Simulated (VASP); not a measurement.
# Zr3H (Im-3m) in VASP: notebook

The runs below take Zr3H through single point, relaxation of cell and atoms, with PBE.

All numbers are computed with VASP 6.6.1; they aren't measurements. Logs are shortened: lines on timing, memory, paths and dates and some standing lists are left out, and cuts for length are marked.

## 1. The cell of the first run

It takes space group Im-3m (No. 229, cubic). The conventional cell has a = 5.016 Å, b = 5.016 Å, c = 5.016 Å, α = 90.00°, β = 90.00°, γ = 90.00°. Within 3.3 Å of Zr (site symmetry 4/mmm) lie 4 Zr at 2.51 Å and 2 H at 2.51 Å. Within 3.3 Å of H (site symmetry m-3m) lie 6 Zr at 2.51 Å.

## 2. Single point, PBE

The input, INCAR:

```
SYSTEM = Zr3H
PREC = Accurate ; ENCUT = 520
EDIFF = 1E-7 ; ISMEAR = 0
SIGMA = 0.1 ; LREAL = .False.
LASPH = .True. ; NELM = 60
ALGO = Normal ; ISIF = 2
LWAVE = .False. ; LCHARG = .False.
GGA = PE ; NBANDS = 26
```

The input, KPOINTS:

```
Automatic mesh
0
Gamma
  6 6 6
  0 0 0
```

The input, POSCAR:

```
Zr3H
1.0
   -2.5078656700      2.5078656700      2.5078656700
    2.5078656700     -2.5078656700      2.5078656700
    2.5078656700      2.5078656700     -2.5078656700
Zr H
3 1
Direct
    0.0000000000      0.5000000000      0.5000000000
    0.5000000000      0.0000000000      0.5000000000
    0.5000000000      0.5000000000      0.0000000000
    0.0000000000      0.0000000000      0.0000000000
```

Potentials or basis: VASP PAW PBE potentials, release 64 (Zr_sv, H).

Launch:

```sh
> cat potpaw_PBE.64/Zr_sv/POTCAR potpaw_PBE.64/H/POTCAR > POTCAR
> mpirun -np 1 vasp_std > vasp.out
```

OUTCAR:

```text
SYSTEM = Zr3H
   PREC = Accurate
   ENCUT = 520
   EDIFF = 1E-7
   ISMEAR = 0
   LREAL = .False.
   LASPH = .True.
   NELM = 60
   ISIF = 2
   GGA = PE

 ion  position               nearest neighbor table
   1  0.000  0.500  0.500-   2 2.51   3 2.51   3 2.51   2 2.51   3 3.55   2 3.55   2 3.55   3 3.55
                             3 3.55   2 3.55   2 3.55   3 3.55
   2  0.500  0.000  0.500-   1 2.51   3 2.51   3 2.51   1 2.51   3 3.55   1 3.55   3 3.55   3 3.55
                             1 3.55   1 3.55   1 3.55   3 3.55
   3  0.500  0.500  0.000-   1 2.51   2 2.51   2 2.51   1 2.51   1 3.55   2 3.55   2 3.55   2 3.55
                             1 3.55   1 3.55   1 3.55   2 3.55
   4  0.000  0.000  0.000-

  LATTYP: Found a body centered cubic cell.
 ALAT       =     5.0157313400

  Lattice vectors:

 A1 = (  -2.5078656700,   2.5078656700,   2.5078656700)
 A2 = (   2.5078656700,  -2.5078656700,   2.5078656700)
 A3 = (   2.5078656700,   2.5078656700,  -2.5078656700)

Analysis of symmetry for initial positions (statically):
=====================================================================
 Subroutine PRICEL returns:
 Original cell was already a primitive cell.

 Routine SETGRP: Setting up the symmetry group for a
 body centered cubic supercell.

 Subroutine GETGRP returns: Found 48 space group operations
 (whereof 48 operations were pure point group operations)
 out of a pool of 48 trial point group operations.

The static configuration has the point symmetry O_h .

Analysis of symmetry for dynamics (positions and initial velocities):
=====================================================================
 Subroutine PRICEL returns:
 Original cell was already a primitive cell.

 Routine SETGRP: Setting up the symmetry group for a
 body centered cubic supercell.

 Subroutine GETGRP returns: Found 48 space group operations
 (whereof 48 operations were pure point group operations)
 out of a pool of 48 trial point group operations.

The dynamic configuration has the point symmetry O_h .

 Subroutine INISYM returns: Found 48 space group operations
 (whereof 48 operations are pure point group operations),
 and found     1 'primitive' translations

----------------------------------------------------------------------------------------

                                     Primitive cell

  volume of cell :      63.0918

  direct lattice vectors                    reciprocal lattice vectors
    -2.507865670  2.507865670  2.507865670     0.000000000  0.199372720  0.199372720
     2.507865670 -2.507865670  2.507865670     0.199372720  0.000000000  0.199372720
     2.507865670  2.507865670 -2.507865670     0.199372720  0.199372720  0.000000000

  length of vectors
     4.343750759  4.343750759  4.343750759     0.281955605  0.281955605  0.281955605

  position of ions in fractional coordinates (direct lattice)
     0.000000000  0.500000000  0.500000000
     0.500000000  0.000000000  0.500000000
     0.500000000  0.500000000  0.000000000
     0.000000000  0.000000000  0.000000000

  ion indices of the primitive-cell ions
   primitive index   ion index
                 1           1
                 2           2
                 3           3
                 4           4

----------------------------------------------------------------------------------------

 KPOINTS: Automatic mesh

Automatic generation of k-mesh.
 Grid dimensions read from file:
 generate k-points for:    6    6    6

 Generating k-lattice:

  Cartesian coordinates                     Fractional coordinates (reciprocal lattice)
     0.000000000  0.033228787  0.033228787     0.166666667  0.000000000  0.000000000
     0.033228787  0.000000000  0.033228787     0.000000000  0.166666667  0.000000000
     0.033228787  0.033228787  0.000000000     0.000000000  0.000000000  0.166666667

  Length of vectors
     0.046992601  0.046992601  0.046992601

  Shift w.r.t. Gamma in fractional coordinates (k-lattice)
     0.000000000  0.000000000  0.000000000

 Subroutine IBZKPT returns following result:
 ===========================================

 Found     16 irreducible k-points:

 Following reciprocal coordinates:
            Coordinates               Weight
  0.000000  0.000000  0.000000      1.000000
  0.166667  0.000000  0.000000     12.000000
  0.333333  0.000000  0.000000     12.000000
  0.500000  0.000000  0.000000      6.000000
  0.166667  0.166667  0.000000     24.000000
  0.333333  0.166667 -0.000000     48.000000
[... 8 lines left out ...]
  0.500000  0.500000  0.333333     12.000000
  0.500000  0.500000  0.500000      1.000000
   k-points           NKPTS =     16   k-points in BZ     NKDIM =     16   number of bands    NBANDS=     26
   number of dos      NEDOS =    301   number of ions     NIONS =      4
   total plane-waves  NPLWV =  32768
   dimension x,y,z NGX =    32 NGY =   32 NGZ =   32
   dimension x,y,z NGXF=    64 NGYF=   64 NGZF=   64
   ions per type =               3   1
[... 130 lines left out ...]

 k-point     7 :       0.3333    0.3333    0.0000
  band No.  band energies     occupation
      1     -38.2596      2.00000
      2     -38.2596      2.00000
      3     -37.8019      2.00000
      4     -17.3727      2.00000
      5     -17.3353      2.00000
      6     -17.3353      2.00000
[... 18 lines left out ...]
     25      13.4197      0.00000
     26      13.4197      0.00000

 k-point     8 :       0.1667    0.1667    0.1667
  band No.  band energies     occupation
      1     -38.4224      2.00000
      2     -37.9497      2.00000
      3     -37.9497      2.00000
      4     -17.3114      2.00000
      5     -17.3114      2.00000
      6     -17.2728      2.00000
[... 18 lines left out ...]
     25      13.4592      0.00000
     26      14.2406      0.00000

 k-point     9 :       0.3333    0.1667    0.1667
  band No.  band energies     occupation
      1     -38.2651      2.00000
      2     -38.1128      2.00000
      3     -37.9548      2.00000
      4     -17.3068      2.00000
      5     -16.5928      2.00000
      6     -16.4779      2.00000
[... 18 lines left out ...]
     25      12.5306      0.00000
     26      13.2869      0.00000

 k-point    10 :      -0.1667    0.1667    0.1667
  band No.  band energies     occupation
      1     -38.6316      2.00000
      2     -37.9341      2.00000
      3     -37.7227      2.00000
      4     -18.0773      2.00000
      5     -18.0773      2.00000
      6     -17.2757      2.00000
[... 18 lines left out ...]
     25      15.6804      0.00000
     26      16.0094      0.00000

 k-point    11 :      -0.3333    0.3333    0.1667
  band No.  band energies     occupation
      1     -38.5129      2.00000
      2     -38.0945      2.00000
      3     -37.6912      2.00000
      4     -18.1059      2.00000
      5     -17.9084      2.00000
      6     -16.7112      2.00000
[... 18 lines left out ...]
     25      13.7781      0.00000
     26      15.3062      0.00000

 k-point    12 :       0.5000    0.5000    0.1667
  band No.  band energies     occupation
      1     -38.4065      2.00000
      2     -38.2133      2.00000
      3     -37.6839      2.00000
      4     -18.1200      2.00000
      5     -17.4089      2.00000
      6     -17.3789      2.00000
[... 18 lines left out ...]
     25      13.7624      0.00000
     26      15.2050      0.00000

 k-point    13 :      -0.3333    0.5000    0.1667
  band No.  band energies     occupation
      1     -38.4052      2.00000
      2     -38.2486      2.00000
      3     -37.6439      2.00000
      4     -17.9470      2.00000
      5     -17.9395      2.00000
      6     -17.4222      2.00000
[... 18 lines left out ...]
     25      14.2298      0.00000
     26      14.4687      0.00000

 k-point    14 :      -0.3333    0.3333    0.3333
  band No.  band energies     occupation
      1     -38.4588      2.00000
      2     -38.2431      2.00000
      3     -37.5841      2.00000
      4     -18.1560      2.00000
      5     -18.1560      2.00000
      6     -17.4563      2.00000
[... 18 lines left out ...]
     25      15.2176      0.00000
     26      15.3034      0.00000

 k-point    15 :       0.5000    0.5000    0.3333
  band No.  band energies     occupation
      1     -38.3952      2.00000
      2     -38.3405      2.00000
      3     -37.5440      2.00000
      4     -18.1802      2.00000
      5     -17.9977      2.00000
      6     -17.9896      2.00000
[... 18 lines left out ...]
     25      14.8587      0.00000
     26      14.8659      0.00000

 k-point    16 :       0.5000    0.5000    0.5000
  band No.  band energies     occupation
      1     -38.3896      2.00000
      2     -38.3896      2.00000
      3     -37.4886      2.00000
      4     -18.2090      2.00000
      5     -18.2090      2.00000
      6     -18.2090      2.00000
[... 18 lines left out ...]
     25      13.6113      0.00000
     26      15.0167      0.00000

------------------------ aborting loop because EDIFF is reached ----------------------------------------

  FORCE on cell =-STRESS in cart. coord.  units (eV):
  Direction    XX          YY          ZZ          XY          YZ          ZX
  --------------------------------------------------------------------------------------
  -------------------------------------------------------------------------------------
  Total        9.0701136      9.0701136      9.0701136     -0.0000000     -0.0000000      0.0000000
  in kB      230.3300005    230.3300005    230.3300005     -0.0000000     -0.0000000      0.0000000
  external PRESSURE =     230.3300005 kB  Pullay stress =       0.0000000 kB

 VOLUME and BASIS-vectors are now :
 -----------------------------------------------------------------------------
  energy-cutoff  :      520.00
  volume of cell :       63.09
      direct lattice vectors                 reciprocal lattice vectors
    -2.507865670  2.507865670  2.507865670     0.000000000  0.199372720  0.199372720
     2.507865670 -2.507865670  2.507865670     0.199372720  0.000000000  0.199372720
     2.507865670  2.507865670 -2.507865670     0.199372720  0.199372720  0.000000000

 POSITION                                       TOTAL-FORCE (eV/Angst)
 -----------------------------------------------------------------------------------
      2.50787      0.00000      0.00000         0.000000      0.000000     -0.000000
      0.00000      2.50787      0.00000         0.000000     -0.000000      0.000000
      0.00000      0.00000      2.50787        -0.000000      0.000000      0.000000
      0.00000      0.00000      0.00000         0.000000     -0.000000      0.000000
 -----------------------------------------------------------------------------------
    total drift:                               -0.000000     -0.000000      0.000000

  FREE ENERGIE OF THE ION-ELECTRON SYSTEM (eV)
  ---------------------------------------------------
  free  energy   TOTEN  =       -25.2319811783 eV

  energy  without entropy=      -25.2205709811  energy(sigma->0) =      -25.22627608
```

Run time: 14 s. Hardware: 1 thread of Intel Xeon Platinum 8488C (Sapphire Rapids), shared host; peak memory 0.17 GiB.

Results:

| Property | Result |
| --- | --- |
| Free energy | -25.2320 eV |
| Pressure | 23.0 GPa |

## 3. Single point, PBE

This run uses another cell than the first one, of 19.56 Å³/atom, 1.240 times its volume.

The input, INCAR:

```
  PREC = Accurate
  ENCUT = 520
  EDIFF = 1E-7
  ISMEAR = 0
  SIGMA = 0.1
  LREAL = False
  LASPH = True
  NELM = 60
  ALGO = Normal
  ISIF = 2
  LWAVE = False
  LCHARG = False
  GGA = PE
  NBANDS = 26
```

The input, KPOINTS:

```
Automatic mesh
0
Gamma
  6 6 6
```

The input, POSCAR:

```
Zr3H
1.0
   -2.6945240222      2.6945240222      2.6945240222
    2.6945240222     -2.6945240222      2.6945240222
    2.6945240222      2.6945240222     -2.6945240222
Zr H
3 1
Direct
    0.0000000000      0.5000000000      0.5000000000
    0.5000000000      0.0000000000      0.5000000000
    0.5000000000      0.5000000000      0.0000000000
    0.0000000000      0.0000000000      0.0000000000
```

Potentials or basis: VASP PAW PBE potentials, release 64 (Zr_sv, H).

Launch:

```sh
> cat potpaw_PBE.64/Zr_sv/POTCAR potpaw_PBE.64/H/POTCAR > POTCAR
> mpirun -np 1 vasp_std > vasp.out
```

Wall time 20 s (1 thread of Intel Xeon Platinum 8488C (Sapphire Rapids), shared host); peak memory 0.2 GiB.

Results (log left out):

| Quantity | Value |
| --- | --- |
| Free energy | -26.1653 eV |
| Pressure | 0.3 GPa |

Levels at points of the mesh, in eV from the Fermi level:
```csv
k point,band 15,band 16,band 17,band 18,band 19,band 20,band 21,band 22,band 23,band 24
"(0.00, 0.00, 0.00)",-2.94,-2.94,-1.99,-1.70,-1.70,3.84,3.84,3.84,4.21,4.21
"(0.50, 0.00, 0.00)",-2.19,-1.09,-0.20,-0.14,0.34,0.58,1.19,1.66,1.69,1.72
"(0.50, 0.50, 0.50)",-1.80,-1.44,-1.23,-1.23,-1.23,0.95,0.95,0.95,2.97,2.97
```

## 4. Relaxation of cell and atoms, PBE

The input, INCAR:

```
SYSTEM = Zr3H
ALGO = Normal
EDIFF = 1E-6
EDIFFG = -0.04
ENCUT = 600
GGA = PE
IBRION = 2
ISIF = 3
ISMEAR = 0
LASPH = .TRUE.
LCHARG = .FALSE.
LREAL = .FALSE.
LWAVE = .FALSE.
NELM = 60
NSW = 90
PREC = Accurate
SIGMA = 0.1
```

The input, KPOINTS:

```
k-points
0
G
  6 6 6
  0 0 0
```

The input, POSCAR:

```
Zr3H
1.0
   -2.5078656700      2.5078656700      2.5078656700
    2.5078656700     -2.5078656700      2.5078656700
    2.5078656700      2.5078656700     -2.5078656700
Zr H
3 1
Direct
    0.0000000000      0.5000000000      0.5000000000
    0.5000000000      0.0000000000      0.5000000000
    0.5000000000      0.5000000000      0.0000000000
    0.0000000000      0.0000000000      0.0000000000
```

Launch:

```sh
> cat potpaw_PBE.64/Zr_sv/POTCAR potpaw_PBE.64/H/POTCAR > POTCAR
> mpirun -np 1 vasp_std > vasp.out
```

It took 56 s on 1 thread of Intel Xeon Platinum 8488C (Sapphire Rapids), shared host; peak memory 0.21 GiB.

Results (log left out):

```yaml
Free_energy: -26.1570 eV
Relaxed_volume: 19.57 Å³/atom
Relaxed_cell: a = 4.668 Å, b = 4.668 Å, c = 4.668 Å, α = 109.47°, β = 109.47°, γ = 109.47°
Space_group_after_relaxing_to_0.05_Å: Im-3m (No. 229)
Energy_gained_by_relaxing: 231.1 meV/atom
Ionic_steps: 3
Pressure_after_relaxing: 0.2 GPa
```

The path:
| step | energy change (eV) | largest force (eV/Å) | pressure (GPa) | volume (Å³) |
| --- | --- | --- | --- | --- |
| 1 | 0.0000 | 0.0000 | 23.06 | 63.09 |
| 2 | -0.7831 | 0.0000 | -5.55 | 86.18 |
| 3 | -0.9243 | 0.0000 | 0.23 | 78.28 |

Final structure:
```xyz
4
Lattice="-2.6949 2.6949 2.6949 2.6949 -2.6949 2.6949 2.6949 2.6949 -2.6949" Properties=species:S:1:pos:R:3 pbc="T T T"
Zr    2.6949    0.0000    0.0000
Zr    0.0000    2.6949    0.0000
Zr    0.0000    0.0000    2.6949
H     0.0000    0.0000    0.0000
```

Levels at points of the mesh, in eV from the Fermi level:
| k point | band 16 | band 17 | band 18 | band 19 | band 20 | band 21 | band 22 |
| --- | --- | --- | --- | --- | --- | --- | --- |
| (0.00, 0.00, 0.00) | -2.94 | -1.99 | -1.70 | -1.70 | 3.84 | 3.84 | 3.84 |
| (0.50, 0.00, 0.00) | -1.09 | -0.20 | -0.14 | 0.34 | 0.58 | 1.19 | 1.66 |
| (0.50, 0.50, 0.50) | -1.44 | -1.23 | -1.23 | -1.23 | 0.95 | 0.95 | 0.95 |

Caveat: the volume moved by over 15 % at a fixed basis, so the end points are rough.

## 5. Single point, PBE

This run uses another cell than the first one, of 19.49 Å³/atom, 1.236 times its volume.

The input, INCAR:

```
SYSTEM = Zr3H
ALGO     = Normal         ! electronic algorithm
EDIFF    = 1E-6           ! SCF threshold, eV
ENCUT    = 520            ! plane-wave cutoff, eV
GGA      = PE             ! functional
ISIF     = 2              ! what is computed and relaxed
ISMEAR   = 0              ! smearing method
LASPH    = .TRUE.         ! aspherical terms in the spheres
LCHARG   = .FALSE.        ! write CHGCAR
LREAL    = .FALSE.        ! projectors in reciprocal space
LWAVE    = .FALSE.        ! write WAVECAR
NBANDS   = 26             ! bands
NELM     = 80             ! most SCF steps
PREC     = Accurate       ! precision mode
SIGMA    = 0.1            ! smearing width, eV
```

The input, KPOINTS:

```
k-points
0
G
  12 12 12
  0 0 0
```

The input, POSCAR:

```
Zr3H
1.0
   -2.6910682479      2.6910682479      2.6910682479
    2.6910682479     -2.6910682479      2.6910682479
    2.6910682479      2.6910682479     -2.6910682479
Zr H
3 1
Direct
    0.0000000000      0.5000000000      0.5000000000
    0.5000000000      0.0000000000      0.5000000000
    0.5000000000      0.5000000000      0.0000000000
    0.0000000000      0.0000000000      0.0000000000
```

Launch:

```sh
> cat potpaw_PBE.64/Zr_sv/POTCAR potpaw_PBE.64/H/POTCAR > POTCAR
> mpirun -np 1 vasp_std > vasp.out
```

Run time: 79 s. Hardware: 1 thread of Intel Xeon Platinum 8488C (Sapphire Rapids), shared host; peak memory 0.27 GiB.

Results (log left out):

* Free energy: -26.1867 eV
* Pressure: 0.1 GPa

Levels at points of the mesh, in eV from the Fermi level:
```
           k point  band 15  band 16  band 17  band 18  band 19  band 20  band 21  band 22  band 23  band 24
(0.00, 0.00, 0.00)    -2.98    -2.98    -2.01    -1.74    -1.74     3.83     3.83     3.83     4.21     4.21
(0.50, 0.00, 0.00)    -2.22    -1.12    -0.23    -0.16     0.32     0.56     1.17     1.65     1.67     1.70
(0.50, 0.50, 0.50)    -1.83    -1.48    -1.26    -1.26    -1.26     0.94     0.94     0.94     2.95     2.95
```

## 6. Summary

| task | cell | k mesh | cutoff (eV) | gap on the mesh (eV) | pressure (GPa) |
| --- | --- | --- | --- | --- | --- |
| single point | a = 4.344 Å, angles 109.5°, 4 atoms | 6 × 6 × 6 | 520 | none | 23.0 |
| single point | a = 4.667 Å, angles 109.5°, 4 atoms | 6 × 6 × 6 | 520 | none | 0.3 |
| relaxation of cell and atoms | relaxed from a = 4.344 Å, angles 109.5°, 4 atoms | 6 × 6 × 6 | 600 | none | 0.2 |
| single point | a = 4.661 Å, angles 109.5°, 4 atoms | 12 × 12 × 12 | 520 | none | 0.1 |

Alike in all rows: level PBE; potentials or basis VASP PAW PBE potentials, release 64 (Zr_sv, H); no spin polarisation; smearing gaussian 0.1 eV.

Caveats: the volume moved by over 15 % at a fixed basis, so the end points are rough (some runs).

Total energies depend on the potentials used, so only differences within one code and one set of settings carry meaning.
